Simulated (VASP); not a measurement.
# AlN in VASP: notebook

AlN is run at these levels: PBE; tasks: single point.

All numbers are computed with VASP 6.6.1; they aren't measurements. Logs are shortened: lines on timing, memory, paths and dates and some standing lists are left out, and cuts for length are marked.

## (1) The cell of the first run

The typed cell holds 4 atoms: a = 3.130 Å, b = 3.130 Å, c = 5.017 Å, α = 90.00°, β = 90.00°, γ = 120.00°.

## (2) Single point, PBE

File INCAR:

```
SYSTEM = AlN
PREC = Accurate
ENCUT = 600
EDIFF = 1E-6
ISMEAR = -1
SIGMA = 0.01
LREAL = .FALSE.
LASPH = .TRUE.
NELM = 120
ALGO = Normal
ISIF = 2
LWAVE = .FALSE.
LCHARG = .FALSE.
GGA = PE
NBANDS = 16
GGA_COMPAT = .FALSE.
```

File KPOINTS:

```
Automatic mesh
0
G
  8 8 4
  0 0 0
```

File POSCAR:

```
AlN
1.0
    3.1297569663      0.0000000289      0.0000000000
   -1.5648785082      2.7104490260      0.0000000000
    0.0000000000      0.0000000000      5.0174032534
Al N
2 2
Direct
    0.6671048056      0.3329323773      0.5000247799
    0.3329323766      0.6671048056      1.0000247801
    0.6639230869      0.3360397300      0.8799752205
    0.3360397293      0.6639230869      0.3799752203
```

Potentials or basis: VASP PAW PBE potentials, release 64 (Al, N).

Command:

```sh
cat potpaw_PBE.64/Al/POTCAR potpaw_PBE.64/N/POTCAR > POTCAR
mpirun -np 1 vasp_std > vasp.out
```

OUTCAR:

```text
SYSTEM = AlN
   PREC = Accurate
   ENCUT = 600
   EDIFF = 1E-6
   ISMEAR = -1
   LREAL = .FALSE.
   LASPH = .TRUE.
   NELM = 120
   ISIF = 2
   GGA = PE

 ion  position               nearest neighbor table
   1  0.667  0.333  0.500-   4 1.89   3 1.91   4 1.91   4 1.91   2 3.09   2 3.09   2 3.09   2 3.09
                             2 3.09   2 3.09
   2  0.333  0.667  0.000-   3 1.89   4 1.91   3 1.91   3 1.91   1 3.09   1 3.09   1 3.09   1 3.09
                             1 3.09   1 3.09
   3  0.664  0.336  0.880-   2 1.89   1 1.91   2 1.91   2 1.91
   4  0.336  0.664  0.380-   1 1.89   2 1.91   1 1.91   1 1.91

  LATTYP: Found a hexagonal cell.
 ALAT       =     3.1297569663
 C/A-ratio  =     1.6031287117

  Lattice vectors:

 A1 = (   3.1297569663,   0.0000000289,   0.0000000000)
 A2 = (  -1.5648785082,   2.7104490260,   0.0000000000)
 A3 = (   0.0000000000,   0.0000000000,   5.0174032534)

Analysis of symmetry for initial positions (statically):
=====================================================================
 Subroutine PRICEL returns:
 Original cell was already a primitive cell.

 Routine SETGRP: Setting up the symmetry group for a
 hexagonal supercell.

 Subroutine GETGRP returns: Found  2 space group operations
 (whereof  1 operations were pure point group operations)
 out of a pool of 24 trial point group operations.

The static configuration has the point symmetry C_1 .
 The point group associated with its full space group is C_1h.

Analysis of symmetry for dynamics (positions and initial velocities):
=====================================================================
 Subroutine PRICEL returns:
 Original cell was already a primitive cell.

 Routine SETGRP: Setting up the symmetry group for a
 hexagonal supercell.

 Subroutine GETGRP returns: Found  2 space group operations
 (whereof  1 operations were pure point group operations)
 out of a pool of 24 trial point group operations.

The dynamic configuration has the point symmetry C_1 .
 The point group associated with its full space group is C_1h.

 Subroutine INISYM returns: Found  2 space group operations
 (whereof  1 operations are pure point group operations),
 and found     1 'primitive' translations

----------------------------------------------------------------------------------------

                                     Primitive cell

  volume of cell :      42.5629

  direct lattice vectors                    reciprocal lattice vectors
     3.129756966  0.000000029  0.000000000     0.319513625  0.184471282  0.000000000
[... 95 lines left out ...]
   NFREE  =      0    steps in history (QN), initial steepest desc. (CG)
   ISIF   =      2    stress and relaxation
   ISYM   =      2    0-nonsym 1-usesym 2-fastsym
   POTIM  = 0.5000    time-step for ionic-motion
   TEBEG  =    0.0;   TEEND  =   0.0 temperature during run
   PSTRESS=    0.0 pullay stress
   NELECT =      16.0000    total number of electrons
   NUPDOWN=      -1.0000    fix difference up-down
   EMIN   =  10.00;   EMAX   =-10.00  energy-range for DOS
   EFERMI =   0.00;   METHOD = LEGACY
   ISMEAR =    -1;   SIGMA  =   0.01  broadening in eV -4-tet -1-fermi 0-gaus
   EFERMI_NEDOS =   21; number of points for ismear=-14 and -15
   IALGO  =     38    algorithm
   IMIX   =      4    mixing-type and parameters
     AMIX     =   0.40;   BMIX     =  1.00
     AMIX_MAG =   1.60;   BMIX_MAG =  1.00
  volume/ion in A,a.u.               =      10.64        71.81
  Fermi-wavevector in a.u.,A,eV,Ry     =   1.181511  2.232733 18.993310  1.395969
  Thomas-Fermi vector in A             =   2.317783
   LORBIT       =      0    0 simple, 1 ext, 2 COOP (PROOUT), +10 PAW based schemes
   GGA     = PE    functional components
   LHFCALC =     F    Hartree Fock is set to
   AEXX    =    0.0000 exact exchange contribution
   IVDW    =     0    specifies the selected vdW correction
   LEPSILON=     F    determine dielectric tensor
   LRPA    =     F    only Hartree local field effects (RPA)
 non-spin polarized calculation
  energy-cutoff  :      600.00
  volume of cell :       42.56
 maximum number of plane-waves:      1436
 NGX is ok and might be reduce to    28
   NGX = 13   NGY = 13   NGZ = 21

 number of electron      15.9999998 magnetization

 Free energy of the ion-electron system (eV)
  ---------------------------------------------------
  ext. energy  EPLUGINS =         0.00000000
  ---------------------------------------------------
  free energy    TOTEN  =       -29.77996404 eV

  energy without entropy =      -29.77996404  energy(sigma->0) =      -29.77996404

 E-fermi :   6.1411     XC(G=0): -10.8289

 val. band max:        5.9435849074   @ k =   0.0000   0.0000   0.0000
 cond. band min:      10.0126306413   @ k =   0.0000   0.0000   0.0000
 fundamental gap:      4.0690457339
 Fermi energy:         6.1410657425

 k-point     1 :       0.0000    0.0000    0.0000
  band No.  band energies     occupation
      1      -9.1025      2.00000
      2      -7.0174      2.00000
      3       0.0509      2.00000
      4       5.0967      2.00000
      5       5.1703      2.00000
      6       5.7691      2.00000
[... 433 lines left out ...]
      3       0.9826      2.00000
      4       4.1711      2.00000
      5       4.4980      2.00000
      6       5.0352      2.00000
[... 8 lines left out ...]
     15      18.3139      0.00000
     16      18.4841      0.00000

 [... further k-points ...]

------------------------ aborting loop because EDIFF is reached ----------------------------------------

  FORCE on cell =-STRESS in cart. coord.  units (eV):
  Direction    XX          YY          ZZ          XY          YZ          ZX
  --------------------------------------------------------------------------------------
  -------------------------------------------------------------------------------------
  Total       -0.0312218     -0.2799759      0.1130488     -0.2154273     -0.0009210     -0.0005317
  in kB       -1.1752709    -10.5390225      4.2554520     -8.1092464     -0.0346676     -0.0200154
  external PRESSURE =      -2.4862804 kB  Pullay stress =       0.0000000 kB

 VOLUME and BASIS-vectors are now :
 -----------------------------------------------------------------------------
  energy-cutoff  :      600.00
  volume of cell :       42.56
      direct lattice vectors                 reciprocal lattice vectors
     3.129756966  0.000000029  0.000000000     0.319513625  0.184471282  0.000000000
    -1.564878508  2.710449026  0.000000000    -0.000000003  0.368942557  0.000000000
     0.000000000  0.000000000  5.017403253     0.000000000  0.000000000  0.199306284

 POSITION                                       TOTAL-FORCE (eV/Angst)
 -----------------------------------------------------------------------------------
      1.56688      0.90240      2.50883         0.114639     -0.067995     -0.094152
     -0.00194      1.80815      0.00012        -0.116205      0.065283     -0.094152
      1.55206      0.91082      4.41519         0.180388     -0.102339      0.094152
      0.01276      1.79953      1.90649        -0.178822      0.105052      0.094152
 -----------------------------------------------------------------------------------
    total drift:                                0.000002      0.000002      0.000477

  FREE ENERGIE OF THE ION-ELECTRON SYSTEM (eV)
  ---------------------------------------------------
  free  energy   TOTEN  =       -29.7799640411 eV

  energy  without entropy=      -29.7799640411  energy(sigma->0) =      -29.77996404
```

stdout:

```text
POSCAR found type information on POSCAR AlN
 POSCAR found :  2 types and       4 ions
 scaLAPACK will be used
 LDA part: xc-table for (Slater+PW92), standard interpolation
 POSCAR, INCAR and KPOINTS ok, starting setup
 FFT: planning ... GRIDC
 FFT: planning ... GRID_SOFT
 FFT: planning ... GRID
 WAVECAR not read
 entering main loop
```

It took 50 s on 1 thread of Intel Xeon Platinum 8375C at 2.90GHz (Ice Lake), shared host; peak memory 0.2 GiB.

Results:

```
Free energy            : -29.7800 eV
Pressure               : -0.2 GPa
Largest force          : 0.228 eV/Å
Band gap on the k mesh : 4.07 eV
```

Forces in eV/Å, atoms in the order of the input:
```
Al   0.115 -0.068 -0.094
Al  -0.116  0.065 -0.094
N    0.180 -0.102  0.094
N   -0.179  0.105  0.094
```

Levels at points of the mesh, in eV from the valence-band top:
```
           k point  band 5  band 6  band 7  band 8  band 9  band 10  band 11  band 12
(0.00, 0.00, 0.00)   -0.77   -0.17   -0.16    0.00    4.07     6.53    10.46    11.02
(0.50, 0.00, 0.00)   -3.30   -2.03   -1.70   -0.66    5.72     5.80     8.03    10.18
(0.50, 0.50, 0.00)   -3.24   -2.00   -1.81   -0.63    5.75     5.88     8.09    10.15
(0.00, 0.00, 0.50)   -0.52   -0.52   -0.47   -0.47    6.33     6.33    10.19    10.19
(0.50, 0.00, 0.50)   -1.42   -1.42   -1.34   -1.34    5.28     5.28     9.17     9.17
(0.50, 0.50, 0.50)   -1.39   -1.39   -1.31   -1.31    5.23     5.23     9.20     9.20
```

## (3) Single point, PBE

File INCAR:

```
ALGO     = Normal         # electronic algorithm
EDIFF    = 1E-6           # SCF threshold, eV
ENCUT    = 600            # plane-wave cutoff, eV
GGA      = PE             # functional
GGA_COMPAT= F            
ISIF     = 2              # what is computed and relaxed
ISMEAR   = 0              # smearing method
LASPH    = T              # aspherical terms in the spheres
LCHARG   = F              # write CHGCAR
LREAL    = F              # projectors in reciprocal space
LWAVE    = F              # write WAVECAR
NBANDS   = 16             # bands
NELM     = 120            # most SCF steps
PREC     = Accurate       # precision mode
SIGMA    = 0.01           # smearing width, eV
```

File KPOINTS:

```
k-points
0
Gamma
  10 10 6
```

POSCAR is that of step 2.

Potentials or basis: VASP PAW PBE potentials, release 64 (Al, N).

Command:

```sh
cat potpaw_PBE.64/Al/POTCAR potpaw_PBE.64/N/POTCAR > POTCAR
mpirun -np 1 vasp_std > vasp.out
```

Wall time 1.9 min (1 thread of Intel Xeon Platinum 8375C at 2.90GHz (Ice Lake), shared host); peak memory 0.26 GiB.

The run converged. Its results:

| Quantity | Value |
| --- | --- |
| Free energy | -29.7801 eV |
| Pressure | -0.2 GPa |
| Largest force | 0.228 eV/Å |
| Band gap on the k mesh | 4.07 eV |

Forces on the atoms (eV/Å):
```
Al   0.115 -0.068 -0.094
Al  -0.116  0.065 -0.094
N    0.180 -0.102  0.094
N   -0.179  0.105  0.094
```

Stress tensor (GPa, compression positive):
```
-0.12 -0.81  0.00
-0.81 -1.06  0.00
 0.00  0.00  0.43
```

Levels at points of the mesh, in eV from the valence-band top:
```csv
k point,band 5,band 6,band 7,band 8,band 9,band 10,band 11,band 12
"(0.00, 0.00, 0.00)",-0.77,-0.17,-0.16,0.00,4.07,6.53,10.46,11.02
"(0.50, 0.00, 0.00)",-3.30,-2.03,-1.70,-0.66,5.72,5.80,8.03,10.18
"(0.50, 0.50, 0.00)",-3.24,-2.00,-1.81,-0.63,5.75,5.88,8.09,10.15
"(0.00, 0.00, 0.50)",-0.52,-0.52,-0.47,-0.47,6.33,6.33,10.19,10.19
"(0.50, 0.00, 0.50)",-1.42,-1.42,-1.34,-1.34,5.28,5.28,9.17,9.17
"(0.50, 0.50, 0.50)",-1.39,-1.39,-1.31,-1.31,5.23,5.23,9.20,9.20
```

A k mesh can miss the band edges.
